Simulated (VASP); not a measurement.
# Cu (Fm-3m) in VASP: a series of runs

The runs below take Cu through single point, with PBE.

Everything below comes from runs of VASP 6.6.1. Logs are shortened: lines on timing, memory, paths and dates and some standing lists are left out, and cuts for length are marked.

## Step 1: The cell of the first run

It takes space group Fm-3m (No. 225, cubic). The conventional cell has a = 3.663 Å, b = 3.663 Å, c = 3.663 Å, α = 90.00°, β = 90.00°, γ = 90.00°. Cu (site symmetry m-3m) has 12 Cu at 2.59 Å within 3.4 Å.

## Step 2: Single point, PBE

Contents of INCAR:

```
  ALGO = Normal
  EDIFF = 1E-6
  ENCUT = 520
  GGA = PE
  ISIF = 2
  ISMEAR = -1
  LASPH = T
  LCHARG = T
  LELF = T
  LREAL = F
  LVHAR = T
  LWAVE = F
  NBANDS = 12
  NELM = 100
  PREC = Accurate
  SIGMA = 0.15
```

Contents of KPOINTS:

```
k-points
0
Gamma
  14 14 14
```

Contents of POSCAR:

```
Cu
1.0
    0.0000000000      1.8312856224      1.8312856224
    1.8312856224      0.0000000000      1.8312856224
    1.8312856224      1.8312856224      0.0000000000
Cu
1
Direct
    0.0000000000      0.0000000000      0.0000000000
```

Potentials or basis: VASP PAW PBE potentials, release 64 (Cu).

The run is started by

```bash
cat potpaw_PBE.64/Cu/POTCAR > POTCAR
mpirun -np 1 vasp_std > vasp.out
```

OUTCAR:

```text
EDIFF = 1E-6
   ENCUT = 520
   GGA = PE
   ISIF = 2
   ISMEAR = -1
   LASPH = T
   LREAL = F
   NELM = 100
   PREC = Accurate

 ion  position               nearest neighbor table
   1  0.000  0.000  0.000-

  LATTYP: Found a face centered cubic cell.
 ALAT       =     3.6625712448

  Lattice vectors:

 A1 = (   0.0000000000,   1.8312856224,   1.8312856224)
 A2 = (   1.8312856224,   0.0000000000,   1.8312856224)
 A3 = (   1.8312856224,   1.8312856224,   0.0000000000)

Analysis of symmetry for initial positions (statically):
=====================================================================
 Subroutine PRICEL returns:
 Original cell was already a primitive cell.

 Routine SETGRP: Setting up the symmetry group for a
 face centered cubic supercell.

 Subroutine GETGRP returns: Found 48 space group operations
 (whereof 48 operations were pure point group operations)
 out of a pool of 48 trial point group operations.

The static configuration has the point symmetry O_h .

Analysis of symmetry for dynamics (positions and initial velocities):
=====================================================================
 Subroutine PRICEL returns:
 Original cell was already a primitive cell.

 Routine SETGRP: Setting up the symmetry group for a
 face centered cubic supercell.

 Subroutine GETGRP returns: Found 48 space group operations
 (whereof 48 operations were pure point group operations)
 out of a pool of 48 trial point group operations.

The dynamic configuration has the point symmetry O_h .

 Subroutine INISYM returns: Found 48 space group operations
 (whereof 48 operations are pure point group operations),
 and found     1 'primitive' translations

----------------------------------------------------------------------------------------

                                     Primitive cell

  volume of cell :      12.2828

  direct lattice vectors                    reciprocal lattice vectors
     0.000000000  1.831285622  1.831285622    -0.273032232  0.273032232  0.273032232
     1.831285622  0.000000000  1.831285622     0.273032232 -0.273032232  0.273032232
     1.831285622  1.831285622  0.000000000     0.273032232  0.273032232 -0.273032232

  length of vectors
     2.589828964  2.589828964  2.589828964     0.472905697  0.472905697  0.472905697

  position of ions in fractional coordinates (direct lattice)
     0.000000000  0.000000000  0.000000000

  ion indices of the primitive-cell ions
   primitive index   ion index
                 1           1

----------------------------------------------------------------------------------------

 KPOINTS: k-points

Automatic generation of k-mesh.
 Grid dimensions read from file:
 generate k-points for:   14   14   14

 Generating k-lattice:

  Cartesian coordinates                     Fractional coordinates (reciprocal lattice)
    -0.019502302  0.019502302  0.019502302     0.071428571  0.000000000  0.000000000
     0.019502302 -0.019502302  0.019502302     0.000000000  0.071428571  0.000000000
     0.019502302  0.019502302 -0.019502302     0.000000000  0.000000000  0.071428571

  Length of vectors
     0.033778978  0.033778978  0.033778978

  Shift w.r.t. Gamma in fractional coordinates (k-lattice)
     0.000000000  0.000000000  0.000000000

 Subroutine IBZKPT returns following result:
 ===========================================

 Found    104 irreducible k-points:

 Following reciprocal coordinates:
            Coordinates               Weight
  0.000000  0.000000  0.000000      1.000000
  0.071429  0.000000  0.000000      8.000000
  0.142857  0.000000  0.000000      8.000000
  0.214286  0.000000  0.000000      8.000000
  0.285714  0.000000  0.000000      8.000000
  0.357143  0.000000  0.000000      8.000000
[... 16 lines left out ...]
  0.214286  0.142857  0.000000     24.000000
  0.285714  0.142857  0.000000     24.000000
 [... further k-points ...]
   k-points           NKPTS =    104   k-points in BZ     NKDIM =    104   number of bands    NBANDS=     12
   number of dos      NEDOS =    301   number of ions     NIONS =      1
   total plane-waves  NPLWV =   8000
   dimension x,y,z NGX =    20 NGY =   20 NGZ =   20
   dimension x,y,z NGXF=    40 NGYF=   40 NGZF=   40
   ions per type =               1
   NGX,Y,Z   is equivalent  to a cutoff of  12.84, 12.84, 12.84 a.u.
   NGXF,Y,Z  is equivalent  to a cutoff of  25.68, 25.68, 25.68 a.u.
 SYSTEM =  unknown system
   PREC   = accura    normal or accurate (medium, high low for compatibility)
   ISTART =      0    job   : 0-new  1-cont  2-samecut
   ICHARG =      2    charge: 1-file 2-atom 10-const
   ISPIN  =      1    spin polarized calculation?
   LNONCOLLINEAR =      F non collinear calculations
   LSORBIT =      F    spin-orbit coupling
   LASPH  =      T    aspherical Exc in radial PAW
   ENCUT  =  520.0 eV  38.22 Ry    6.18 a.u.   4.82  4.82  4.82*2*pi/ulx,y,z
   NELM   =    100;   NELMIN=  2; NELMDL= -5     # of ELM steps
   EDIFF  = 0.1E-05   stopping-criterion for ELM
   LREAL  =      F    real-space projection
   EDIFFG = 0.1E-04   stopping-criterion for IOM
   NSW    =      0    number of steps for IOM
   IBRION =     -1    ionic relax: 0-MD 1-quasi-New 2-CG
   NFREE  =      0    steps in history (QN), initial steepest desc. (CG)
   ISIF   =      2    stress and relaxation
   ISYM   =      2    0-nonsym 1-usesym 2-fastsym
   POTIM  = 0.5000    time-step for ionic-motion
   TEBEG  =    0.0;   TEEND  =   0.0 temperature during run
   PSTRESS=    0.0 pullay stress
   NELECT =      11.0000    total number of electrons
   NUPDOWN=      -1.0000    fix difference up-down
   EMIN   =  10.00;   EMAX   =-10.00  energy-range for DOS
   EFERMI =   0.00;   METHOD = LEGACY
   ISMEAR =    -1;   SIGMA  =   0.15  broadening in eV -4-tet -1-fermi 0-gaus
   EFERMI_NEDOS =   21; number of points for ismear=-14 and -15
   IALGO  =     38    algorithm
   IMIX   =      4    mixing-type and parameters
     AMIX     =   0.40;   BMIX     =  1.00
     AMIX_MAG =   1.60;   BMIX_MAG =  1.00
  volume/ion in A,a.u.               =      12.28        82.89
  Fermi-wavevector in a.u.,A,eV,Ry     =   1.577997  2.981983 33.879542  2.490076
  Thomas-Fermi vector in A             =   2.678595
   LORBIT       =      0    0 simple, 1 ext, 2 COOP (PROOUT), +10 PAW based schemes
   GGA     = PE    functional components
   LHFCALC =     F    Hartree Fock is set to
   AEXX    =    0.0000 exact exchange contribution
   IVDW    =     0    specifies the selected vdW correction
   LEPSILON=     F    determine dielectric tensor
   LRPA    =     F    only Hartree local field effects (RPA)
 non-spin polarized calculation
  energy-cutoff  :      520.00
  volume of cell :       12.28
 maximum number of plane-waves:       342
   NGX =  9   NGY =  9   NGZ =  9

 number of electron      10.9999989 magnetization

 Free energy of the ion-electron system (eV)
  ---------------------------------------------------
  ext. energy  EPLUGINS =         0.00000000
  ---------------------------------------------------
  free energy    TOTEN  =        -3.73684314 eV

  energy without entropy =       -3.71359275  energy(sigma->0) =       -3.72521794

 E-fermi :   7.0888     XC(G=0): -12.5004

 val. band max:        6.9611449373   @ k =   0.5000   0.2857   0.1429
 cond. band min:       7.1052934537   @ k =   0.5000   0.2143   0.0714
 fundamental gap:      0.1441485163
 Fermi energy:         7.0887574172

 k-point     1 :       0.0000    0.0000    0.0000
  band No.  band energies     occupation
      1      -1.9476      2.00000
      2       4.1948      2.00000
      3       4.1948      2.00000
      4       4.1948      2.00000
      5       4.9678      2.00000
      6       4.9678      2.00000
      7      29.3884      0.00000
      8      31.7301      0.00000
      9      31.7301      0.00000
     10      31.7301      0.00000
     11      34.1963      0.00000
     12      34.1963      0.00000

 k-point     2 :       0.0714    0.0000    0.0000
  band No.  band energies     occupation
      1      -1.7671      2.00000
      2       4.1585      2.00000
      3       4.2275      2.00000
      4       4.2275      2.00000
      5       4.9553      2.00000
      6       4.9553      2.00000
      7      28.0862      0.00000
      8      30.2298      0.00000
      9      31.1870      0.00000
     10      31.1870      0.00000
     11      35.0010      0.00000
     12      35.0010      0.00000

 k-point     3 :       0.1429    0.0000    0.0000
  band No.  band energies     occupation
      1      -1.2354      2.00000
      2       4.0669      2.00000
      3       4.3023      2.00000
      4       4.3023      2.00000
      5       4.9397      2.00000
      6       4.9397      2.00000
      7      24.5726      0.00000
      8      29.8521      0.00000
      9      30.3340      0.00000
     10      30.3340      0.00000
     11      36.1053      0.00000
     12      36.4345      0.00000

 k-point     4 :       0.2143    0.0000    0.0000
  band No.  band energies     occupation
      1      -0.3908      2.00000
      2       3.9751      2.00000
      3       4.3491      2.00000
      4       4.3491      2.00000
      5       4.9850      2.00000
      6       4.9850      2.00000
      7      20.9619      0.00000
      8      29.4753      0.00000
      9      29.6172      0.00000
     10      29.6172      0.00000
     11      35.8075      0.00000
     12      35.8077      0.00000

 k-point     5 :       0.2857    0.0000    0.0000
  band No.  band energies     occupation
      1       0.6604      2.00000
      2       4.0009      2.00000
      3       4.3175      2.00000
      4       4.3175      2.00000
      5       5.1284      2.00000
      6       5.1284      2.00000
      7      17.5629      0.00000
      8      28.9473      0.00000
      9      29.0996      0.00000
     10      29.0996      0.00000
     11      34.1485      0.00000
     12      34.1486      0.00000

 k-point     6 :       0.3571    0.0000    0.0000
  band No.  band energies     occupation
      1       1.6282      2.00000
      2       4.2469      2.00000
      3       4.2469      2.00000
      4       4.4120      2.00000
      5       5.3089      1.99999
      6       5.3089      1.99999
      7      14.4819      0.00000
      8      28.4156      0.00000
      9      28.7767      0.00000
     10      28.7767      0.00000
     11      32.8051      0.00000
     12      32.8051      0.00000

 k-point     7 :       0.4286    0.0000    0.0000
  band No.  band energies     occupation
      1       2.1288      2.00000
      2       4.1871      2.00000
      3       4.1871      2.00000
      4       5.4383      1.99997
      5       5.4501      1.99996
      6       5.4501      1.99996
      7      11.9173      0.00000
      8      28.0359      0.00000
      9      28.6183      0.00000
     10      28.6183      0.00000
     11      31.9331      0.00000
     12      31.9332      0.00000

 k-point     8 :       0.5000    0.0000    0.0000
  band No.  band energies     occupation
      1       2.2457      2.00000
      2       4.1646      2.00000
      3       4.1646      2.00000
      4       5.5029      1.99995
      5       5.5029      1.99995
      6       6.2202      1.99391
      7      10.6700      0.00000
      8      27.8998      0.00000
      9      28.5753      0.00000
     10      28.5753      0.00000
     11      31.6277      0.00000
     12      31.6277      0.00000
[... 166 lines left out ...]
 k-point    20 :      -0.1429    0.0714    0.0000
  band No.  band energies     occupation
      1      -0.8318      2.00000
      2       3.9864      2.00000
      3       4.3482      2.00000
      4       4.3653      2.00000
      5       4.8383      2.00000
      6       5.0468      2.00000
      7      23.4740      0.00000
      8      26.4507      0.00000
      9      31.1806      0.00000
     10      32.3299      0.00000
     11      34.2548      0.00000
     12      35.2456      0.00000

 k-point    21 :      -0.0714    0.0714    0.0000
  band No.  band energies     occupation
      1      -1.4694      2.00000
      2       4.0924      2.00000
      3       4.2754      2.00000
      4       4.2880      2.00000
      5       4.8925      2.00000
      6       4.9879      2.00000
      7      26.7930      0.00000
      8      27.6892      0.00000
      9      31.0090      0.00000
     10      32.4051      0.00000
     11      34.4488      0.00000
     12      34.9407      0.00000

 k-point    22 :       0.1429    0.1429    0.0000
  band No.  band energies     occupation
      1      -1.0013      2.00000
      2       3.9374      2.00000
      3       4.4116      2.00000
      4       4.4116      2.00000
      5       4.7449      2.00000
      6       5.0634      2.00000
      7      27.2068      0.00000
      8      27.2068      0.00000
      9      27.2875      0.00000
     10      29.1485      0.00000
     11      33.2489      0.00000
     12      38.3212      0.00000

 k-point    23 :       0.2143    0.1429    0.0000
  band No.  band energies     occupation
      1      -0.3808      2.00000
      2       3.8142      2.00000
      3       4.4604      2.00000
      4       4.5108      2.00000
      5       4.7374      2.00000
      6       5.1198      2.00000
      7      23.8117      0.00000
      8      26.1160      0.00000
      9      27.4338      0.00000
     10      29.3893      0.00000
     11      31.5812      0.00000
     12      38.3666      0.00000

 k-point    24 :       0.2857    0.1429    0.0000
  band No.  band energies     occupation
      1       0.5098      2.00000
      2       3.7136      2.00000
      3       4.3373      2.00000
      4       4.5492      2.00000
      5       4.9944      2.00000
      6       5.2295      1.99999
      7      20.2901      0.00000
      8      25.3645      0.00000
      9      26.8733      0.00000
     10      28.4395      0.00000
     11      32.8186      0.00000
     12      37.7263      0.00000

 [... further k-points ...]
[... 5 lines left out ...]
  --------------------------------------------------------------------------------------
  -------------------------------------------------------------------------------------
  Total       -0.2216168     -0.2216168     -0.2216168      0.0000000     -0.0000000      0.0000000
  in kB      -28.9077961    -28.9077961    -28.9077961      0.0000000     -0.0000000      0.0000000
  external PRESSURE =     -28.9077961 kB  Pullay stress =       0.0000000 kB

 VOLUME and BASIS-vectors are now :
 -----------------------------------------------------------------------------
  energy-cutoff  :      520.00
  volume of cell :       12.28
      direct lattice vectors                 reciprocal lattice vectors
     0.000000000  1.831285622  1.831285622    -0.273032232  0.273032232  0.273032232
     1.831285622  0.000000000  1.831285622     0.273032232 -0.273032232  0.273032232
     1.831285622  1.831285622  0.000000000     0.273032232  0.273032232 -0.273032232

 POSITION                                       TOTAL-FORCE (eV/Angst)
 -----------------------------------------------------------------------------------
      0.00000      0.00000      0.00000        -0.000000      0.000000     -0.000000
 -----------------------------------------------------------------------------------
    total drift:                                0.000000      0.000000      0.000000

  FREE ENERGIE OF THE ION-ELECTRON SYSTEM (eV)
  ---------------------------------------------------
  free  energy   TOTEN  =        -3.7368431373 eV

  energy  without entropy=       -3.7135927515  energy(sigma->0) =       -3.72521794
```

Run time: 5.7 s. Hardware: 1 thread of Intel Xeon 6975P-C (Granite Rapids), shared host; peak memory 0.13 GiB.

Results:

```yaml
Free_energy: -3.7368 eV
Pressure: -2.9 GPa
```

## Step 3: Single point, PBE

This run uses another cell than the first one, of 12.52 Å³/atom, 1.019 times its volume.

Contents of INCAR:

```
ALGO = Normal
EDIFF = 1E-7
ENCUT = 520
GGA = PE
ISIF = 2
ISMEAR = -1
LASPH = T
LCHARG = F
LREAL = F
LWAVE = F
NBANDS = 12
NELM = 60
PREC = Accurate
SIGMA = 0.15
```

KPOINTS is that of step 2.

Contents of POSCAR:

```
Cu
1.0
    0.0000000000      1.8429501765      1.8429501765
    1.8429501765      0.0000000000      1.8429501765
    1.8429501765      1.8429501765      0.0000000000
Cu
1
Direct
    0.0000000000      0.0000000000      0.0000000000
```

Potentials or basis: VASP PAW PBE potentials, release 64 (Cu).

The run is started by

```bash
cat potpaw_PBE.64/Cu/POTCAR > POTCAR
mpirun -np 1 vasp_std > vasp.out
```

Wall time 5.9 s (1 thread of Intel Xeon 6975P-C (Granite Rapids), shared host); peak memory 0.12 GiB.

The run converged. Its results:

- Free energy: -3.7310 eV
- Pressure: -5.2 GPa

Levels at points of the mesh, in eV from the Fermi level:
```
           k point  band 4  band 5  band 6  band 7  band 8  band 9
(0.00, 0.00, 0.00)   -2.84   -2.09   -2.09   22.15   24.35   24.35
(0.50, 0.00, 0.00)   -1.57   -1.57   -0.81    3.49   20.67   21.20
(0.50, 0.50, 0.00)   -1.44   -1.44    1.56    6.74   12.66   12.66
```
